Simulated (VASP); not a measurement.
# BN (P6_3mc) in VASP: further runs, part 2 of 2

VASP 6.6.1.

### 3 Single point, PBEsol

This run uses another cell than the first one, of 6.03 Å³/atom.

INCAR

```
PREC     = Accurate       # precision mode
ENCUT    = 600            # plane-wave cutoff, eV
EDIFF    = 1E-6           # SCF threshold, eV
ISMEAR   = -1             # smearing method
SIGMA    = 0.05           # smearing width, eV
LREAL    = F              # projectors in reciprocal space
LASPH    = T              # aspherical terms in the spheres
NELM     = 120            # most SCF steps
ALGO     = Normal         # electronic algorithm
ISIF     = 2              # what is computed and relaxed
LWAVE    = F              # write WAVECAR
LCHARG   = F              # write CHGCAR
GGA      = PS             # functional
NBANDS   = 16             # bands
GGA_COMPAT= F
```

KPOINTS

```
regular mesh
0
Gamma
  10 10 5
```

POSCAR

```
BN
1.0
    2.5539396017      0.0000000000      0.0000000000
   -1.2769698009      2.2117765748      0.0000000000
    0.0000000000      0.0000000000      4.2691235500
N B
2 2
Direct
    0.3333333333      0.6666666667      0.1252760000
    0.6666666667      0.3333333333      0.6252760000
    0.3333333333      0.6666666667      0.4997240000
    0.6666666667      0.3333333333      0.9997240000
```

Potentials or basis: VASP PAW PBE potentials, release 64 (N, B).

Run with:

```console
$ cat potpaw_PBE.64/N/POTCAR potpaw_PBE.64/B/POTCAR > POTCAR
$ mpirun -np 1 vasp_std > vasp.out
```

OUTCAR:

```text
PREC = Accurate
   ENCUT = 600
   EDIFF = 1E-6
   ISMEAR = -1
   LREAL = F
   LASPH = T
   NELM = 120
   ISIF = 2
   GGA = PS

 ion  position               nearest neighbor table
   1  0.333  0.667  0.125-   4 1.57   4 1.57   4 1.57   3 1.60
   2  0.667  0.333  0.625-   3 1.57   3 1.57   3 1.57   4 1.60
   3  0.333  0.667  0.500-   2 1.57   2 1.57   2 1.57   1 1.60
   4  0.667  0.333  1.000-   1 1.57   1 1.57   1 1.57   2 1.60

  LATTYP: Found a hexagonal cell.
 ALAT       =     2.5539396017
 C/A-ratio  =     1.6715835986

  Lattice vectors:

 A1 = (   2.5539396017,   0.0000000000,   0.0000000000)
 A2 = (  -1.2769698009,   2.2117765748,   0.0000000000)
 A3 = (   0.0000000000,   0.0000000000,   4.2691235500)

Analysis of symmetry for initial positions (statically):
=====================================================================
 Subroutine PRICEL returns:
 Original cell was already a primitive cell.

 Routine SETGRP: Setting up the symmetry group for a
 hexagonal supercell.

 Subroutine GETGRP returns: Found 12 space group operations
 (whereof  6 operations were pure point group operations)
 out of a pool of 24 trial point group operations.

The static configuration has the point symmetry C_3v.
 The point group associated with its full space group is C_6v.

Analysis of symmetry for dynamics (positions and initial velocities):
=====================================================================
 Subroutine PRICEL returns:
 Original cell was already a primitive cell.

 Routine SETGRP: Setting up the symmetry group for a
 hexagonal supercell.

 Subroutine GETGRP returns: Found 12 space group operations
 (whereof  6 operations were pure point group operations)
 out of a pool of 24 trial point group operations.

The dynamic configuration has the point symmetry C_3v.
 The point group associated with its full space group is C_6v.

 Subroutine INISYM returns: Found 12 space group operations
 (whereof  6 operations are pure point group operations),
[... 120 lines left out ...]
     AMIX_MAG =   1.60;   BMIX_MAG =  1.00
  volume/ion in A,a.u.               =       6.03        40.68
  Fermi-wavevector in a.u.,A,eV,Ry     =   1.427857  2.698258 27.739215  2.038775
  Thomas-Fermi vector in A             =   2.547981
   LORBIT       =      0    0 simple, 1 ext, 2 COOP (PROOUT), +10 PAW based schemes
   GGA     = PS    functional components
   LHFCALC =     F    Hartree Fock is set to
   AEXX    =    0.0000 exact exchange contribution
   IVDW    =     0    specifies the selected vdW correction
   LEPSILON=     F    determine dielectric tensor
   LRPA    =     F    only Hartree local field effects (RPA)
 non-spin polarized calculation
  energy-cutoff  :      600.00
  volume of cell :       24.12
 maximum number of plane-waves:       818
   NGX = 11   NGY = 11   NGZ = 17

 number of electron      16.0000002 magnetization

 Free energy of the ion-electron system (eV)
  ---------------------------------------------------
  ext. energy  EPLUGINS =         0.00000000
  ---------------------------------------------------
  free energy    TOTEN  =       -36.61271165 eV

  energy without entropy =      -36.61271165  energy(sigma->0) =      -36.61271165

 E-fermi :   8.2495     XC(G=0): -12.9083

 val. band max:        7.2781981855   @ k =   0.0000   0.0000   0.0000
 cond. band min:      12.4240391741   @ k =   0.3000   0.3000   0.0000
 fundamental gap:      5.1458409886
 Fermi energy:         8.2495418278

 k-point     1 :       0.0000    0.0000    0.0000
  band No.  band energies     occupation
      1     -12.9287      2.00000
      2      -8.9124      2.00000
      3      -3.5746      2.00000
      4       5.2610      2.00000
      5       5.2610      2.00000
      6       6.9663      2.00000
[... 433 lines left out ...]
      3      -2.3883      2.00000
      4      -0.8645      2.00000
      5       1.1868      2.00000
      6       2.1068      2.00000
[... 8 lines left out ...]
     15      23.5050      0.00000
     16      24.0534      0.00000

 [... further k-points ...]

------------------------ aborting loop because EDIFF is reached ----------------------------------------

  FORCE on cell =-STRESS in cart. coord.  units (eV):
  Direction    XX          YY          ZZ          XY          YZ          ZX
  --------------------------------------------------------------------------------------
  -------------------------------------------------------------------------------------
  Total       -0.8949049     -0.8949049     -2.3702539      0.0000000      0.0000000      0.0000000
  in kB      -59.4561633    -59.4561633   -157.4761716      0.0000000      0.0000000      0.0000000
  external PRESSURE =     -92.1294994 kB  Pullay stress =       0.0000000 kB

 VOLUME and BASIS-vectors are now :
 -----------------------------------------------------------------------------
  energy-cutoff  :      600.00
  volume of cell :       24.12
      direct lattice vectors                 reciprocal lattice vectors
     2.553939602  0.000000000  0.000000000     0.391551938  0.226062617  0.000000000
    -1.276969801  2.211776575  0.000000000     0.000000000  0.452125233  0.000000000
     0.000000000  0.000000000  4.269123550     0.000000000  0.000000000  0.234240117

 POSITION                                       TOTAL-FORCE (eV/Angst)
 -----------------------------------------------------------------------------------
     -0.00000      1.47452      0.53482         0.000000     -0.000000     -0.016665
      1.27697      0.73726      2.66938        -0.000000      0.000000     -0.016665
     -0.00000      1.47452      2.13338        -0.000000      0.000000      0.016665
      1.27697      0.73726      4.26795        -0.000000     -0.000000      0.016665
 -----------------------------------------------------------------------------------
    total drift:                               -0.000000      0.000000      0.000677

  FREE ENERGIE OF THE ION-ELECTRON SYSTEM (eV)
  ---------------------------------------------------
  free  energy   TOTEN  =       -36.6127116514 eV

  energy  without entropy=      -36.6127116514  energy(sigma->0) =      -36.61271165
```

OSZICAR:

```text
N       E                     dE             d eps       ncg     rms          rms(c)
DAV:   1     0.477490632066E+02    0.47749E+02   -0.90955E+03  1344   0.110E+03
DAV:   2    -0.356053433503E+02   -0.83354E+02   -0.77304E+02  1896   0.261E+02
DAV:   3    -0.384455313435E+02   -0.28402E+01   -0.28317E+01  1640   0.447E+01
DAV:   4    -0.384532856380E+02   -0.77543E-02   -0.77536E-02  1544   0.262E+00
DAV:   5    -0.384533062073E+02   -0.20569E-04   -0.20569E-04  1592   0.126E-01    0.908E+00
DAV:   6    -0.367990275775E+02    0.16543E+01   -0.20028E+00  1728   0.135E+01    0.435E+00
DAV:   7    -0.366527234536E+02    0.14630E+00   -0.28515E-01  1712   0.432E+00    0.262E+00
DAV:   8    -0.366138931885E+02    0.38830E-01   -0.49491E-02  1688   0.171E+00    0.246E-01
DAV:   9    -0.366126233766E+02    0.12698E-02   -0.20999E-03  1592   0.556E-01    0.122E-01
DAV:  10    -0.366127103565E+02   -0.86980E-04   -0.29048E-04  1656   0.143E-01    0.206E-02
DAV:  11    -0.366127109188E+02   -0.56236E-06   -0.18910E-05  1720   0.421E-02    0.109E-02
DAV:  12    -0.366127116514E+02   -0.73258E-06   -0.25412E-06  1432   0.163E-02
   1 F= -.36612712E+02 E0= -.36612712E+02  d E =-.317046E-10
```

It took 14 s on 1 thread of Intel Xeon Platinum 8488C (Sapphire Rapids), shared host; peak memory 0.14 GiB.

Results:

```yaml
Free_energy: -36.6127 eV
Pressure: -9.2 GPa
Largest_force: 0.017 eV/Å
Band_gap_on_the_k_mesh: 5.15 eV (least direct gap 8.07 eV)
```

Forces in eV/Å, atoms in the order of the input:
```
N    0.000  0.000 -0.017
N    0.000  0.000 -0.017
B    0.000  0.000  0.017
B    0.000  0.000  0.017
```

Caveat: the stress differs along the axes, from -16 to -6 GPa; the PAW data sets were made with another functional, which shifts forces and pressure a little.

### 4 Single point, PBEsol

This run uses another cell than the first one, of 6.09 Å³/atom.

INCAR

```
SYSTEM = BN
PREC = Accurate
ENCUT = 600
EDIFF = 1E-6
ISMEAR = -1
SIGMA = 0.05
LREAL = .False.
LASPH = .True.
NELM = 120
ALGO = Normal
ISIF = 2
LWAVE = .False.
LCHARG = .False.
GGA = PS
NBANDS = 16
GGA_COMPAT = .False.
```

KPOINTS

```
Automatic mesh
0
Gamma
  10 10 5
  0 0 0
```

POSCAR: that of step 3 with these lines changed.

```diff
@@ -4,3 +4,3 @@
    -1.2769698009      2.2117765748      0.0000000000
-    0.0000000000      0.0000000000      4.2691235500
+    0.0000000000      0.0000000000      4.3113921000
 N B
```

Run with:

```console
$ cat potpaw_PBE.64/N/POTCAR potpaw_PBE.64/B/POTCAR > POTCAR
$ mpirun -np 1 vasp_std > vasp.out
```

Wall time 15 s (1 thread of Intel Xeon Platinum 8488C (Sapphire Rapids), shared host); peak memory 0.14 GiB.

Results (log left out):

- Free energy: -36.5831 eV
- Pressure: -12.5 GPa
- Largest force: 0.042 eV/Å
- Band gap on the k mesh: 5.13 eV (least direct gap 7.69 eV)

Forces on the atoms (eV/Å):
```
N    0.000  0.000 -0.042
N    0.000  0.000 -0.042
B    0.000  0.000  0.042
B    0.000  0.000  0.042
```

Stress tensor (GPa, compression positive):
```
 -6.42   0.00   0.00
  0.00  -6.42   0.00
  0.00   0.00 -24.73
```

Levels at points of the mesh, in eV from the valence-band top:
```csv
k point,band 5,band 6,band 7,band 8,band 9,band 10,band 11,band 12
"(0.00, 0.00, 0.00)",-1.93,-0.35,0.00,0.00,7.69,8.37,8.37,9.50
"(0.50, 0.00, 0.00)",-6.76,-4.77,-4.30,-2.14,6.64,7.57,10.49,11.11
```

Caveat: the stress differs along the axes, from -25 to -6 GPa; the PAW data sets were made with another functional, which shifts forces and pressure a little. A k mesh can miss the band edges.

### 5 Single point, PBEsol

This run uses another cell than the first one, of 6.21 Å³/atom.

INCAR

```
SYSTEM = BN
  ALGO = Normal
  EDIFF = 1E-6
  ENCUT = 600
  GGA = PS
  GGA_COMPAT = .False.
  ISIF = 2
  ISMEAR = -1
  LASPH = .True.
  LCHARG = .False.
  LREAL = .False.
  LWAVE = .False.
  NBANDS = 16
  NELM = 120
  PREC = Accurate
  SIGMA = 0.05
```

KPOINTS

```
k-points
0
Gamma
  10 10 5
  0 0 0
```

POSCAR: that of step 4 with these lines changed.

```diff
@@ -4,3 +4,3 @@
    -1.2769698009      2.2117765748      0.0000000000
-    0.0000000000      0.0000000000      4.3113921000
+    0.0000000000      0.0000000000      4.3959292000
 N B
```

Run with:

```console
$ cat potpaw_PBE.64/N/POTCAR potpaw_PBE.64/B/POTCAR > POTCAR
$ mpirun -np 1 vasp_std > vasp.out
```

Wall time 14 s (1 thread of Intel Xeon Platinum 8488C (Sapphire Rapids), shared host); peak memory 0.14 GiB.

The run converged. Its results:

* Free energy: -36.4862 eV
* Pressure: -18.4 GPa
* Largest force: 0.143 eV/Å
* Band gap on the k mesh: 5.09 eV (least direct gap 6.95 eV)

Forces on the atoms (eV/Å):
```
N    0.000  0.000 -0.143
N    0.000  0.000 -0.143
B    0.000  0.000  0.143
B    0.000  0.000  0.143
```

Stress tensor (GPa, compression positive):
```
 -7.24   0.00   0.00
  0.00  -7.24   0.00
  0.00   0.00 -40.76
```

Levels at points of the mesh, in eV from the valence-band top:
```tsv
k point	band 4	band 5	band 6	band 7	band 8	band 9	band 10	band 11	band 12	band 13
(0.00, 0.00, 0.00)	-1.76	-1.76	-0.43	0.00	0.00	6.95	8.45	8.45	9.63	10.46
(0.50, 0.00, 0.00)	-7.90	-6.61	-4.58	-4.18	-2.17	6.73	7.37	10.50	10.78	11.57
```

Caveat: the stress differs along the axes, from -41 to -7 GPa; the PAW data sets were made with another functional, which shifts forces and pressure a little. A k mesh can miss the band edges.

### 6 Single point, PBEsol

This run uses another cell than the first one, of 5.73 Å³/atom.

INCAR

```
PREC     = Accurate       # precision mode
ENCUT    = 600            # plane-wave cutoff, eV
EDIFF    = 1E-6           # SCF threshold, eV
ISMEAR   = -1             # smearing method
SIGMA    = 0.05           # smearing width, eV
LREAL    = F              # projectors in reciprocal space
LASPH    = T              # aspherical terms in the spheres
NELM     = 120            # most SCF steps
ALGO     = Normal         # electronic algorithm
ISIF     = 2              # what is computed and relaxed
LWAVE    = F              # write WAVECAR
LCHARG   = T              # write CHGCAR
GGA      = PS             # functional
LELF     = T              # ELF
LVHAR    = T            
NBANDS   = 16             # bands
GGA_COMPAT= F
```

KPOINTS

```
Automatic mesh
0
Gamma
  10 10 6
```

POSCAR: that of step 5 with these lines changed.

```diff
@@ -4,3 +4,3 @@
    -1.2769698009      2.2117765748      0.0000000000
-    0.0000000000      0.0000000000      4.3959292000
+    0.0000000000      0.0000000000      4.0577808000
 N B
```

Potentials or basis: VASP PAW PBE potentials, release 64 (N, B).

Run with:

```console
$ cat potpaw_PBE.64/N/POTCAR potpaw_PBE.64/B/POTCAR > POTCAR
$ mpirun -np 1 vasp_std > vasp.out
```

Run time: 22 s. Hardware: 1 thread of Intel Xeon Platinum 8488C (Sapphire Rapids), shared host; peak memory 0.14 GiB.

It converged, with:

- Free energy: -36.5286 eV
- Pressure: 11.6 GPa
- Largest force: 0.203 eV/Å
- Band gap on the k mesh: 5.24 eV (least direct gap 8.03 eV)

Forces in eV/Å, atoms in the order of the input:
```
N    0.000  0.000 -0.203
N    0.000  0.000 -0.203
B    0.000  0.000  0.203
B    0.000  0.000  0.203
```

Stress tensor (GPa, compression positive):
```
-2.94  0.00  0.00
 0.00 -2.94  0.00
 0.00  0.00 40.73
```

Levels at points of the mesh, in eV from the valence-band top:
```
           k point  band 5  band 6  band 7  band 8  band 9  band 10  band 11  band 12
(0.00, 0.00, 0.00)   -2.52   -0.20    0.00    0.00    8.05     8.05     9.04     9.88
(0.50, 0.00, 0.00)   -7.17   -5.41   -4.72   -2.01    6.25     8.18    10.40    11.49
(0.00, 0.00, 0.50)   -1.41   -1.41   -1.41   -1.41    9.15     9.15     9.76     9.76
(0.50, 0.00, 0.50)   -4.01   -4.01   -3.48   -3.48    6.62     6.62    10.44    10.44
```

Caveat: the stress differs along the axes, from -3 to 41 GPa; the PAW data sets were made with another functional, which shifts forces and pressure a little. A k mesh can miss the band edges.

### 7 The runs side by side

| cell | k mesh | gap on the mesh (eV) | pressure (GPa) | largest force (eV/Å) |
| --- | --- | --- | --- | --- |
| a = 2.554, b = 2.554, c = 4.227 Å, angles 90.0, 90.0, 120.0°, 4 atoms | 10 × 10 × 5 | 5.17 | -5.6 | 0.01 |
| a = 2.554, b = 2.554, c = 4.269 Å, angles 90.0, 90.0, 120.0°, 4 atoms | 10 × 10 × 5 | 5.15 | -9.2 | 0.02 |
| a = 2.554, b = 2.554, c = 4.311 Å, angles 90.0, 90.0, 120.0°, 4 atoms | 10 × 10 × 5 | 5.13 | -12.5 | 0.04 |
| a = 2.554, b = 2.554, c = 4.396 Å, angles 90.0, 90.0, 120.0°, 4 atoms | 10 × 10 × 5 | 5.09 | -18.4 | 0.14 |
| a = 2.554, b = 2.554, c = 4.058 Å, angles 90.0, 90.0, 120.0°, 4 atoms | 10 × 10 × 6 | 5.24 | 11.6 | 0.20 |

Alike in all rows: task single point; level PBEsol; potentials or basis VASP PAW PBE potentials, release 64 (N, B); no spin polarisation; cutoff (eV) 600; smearing fermi-dirac 0.05 eV.

Caveats: the PAW data sets were made with another functional, which shifts forces and pressure a little; the cell stands under tension (at least some runs); the stress differs along the axes, from -16 to -6 GPa (at least some runs); the stress differs along the axes, from -25 to -6 GPa (at least some runs); the stress differs along the axes, from -41 to -7 GPa (at least some runs); the stress differs along the axes, from -3 to 41 GPa (at least some runs).

Absolute energies hang on the potentials; compare differences alone.
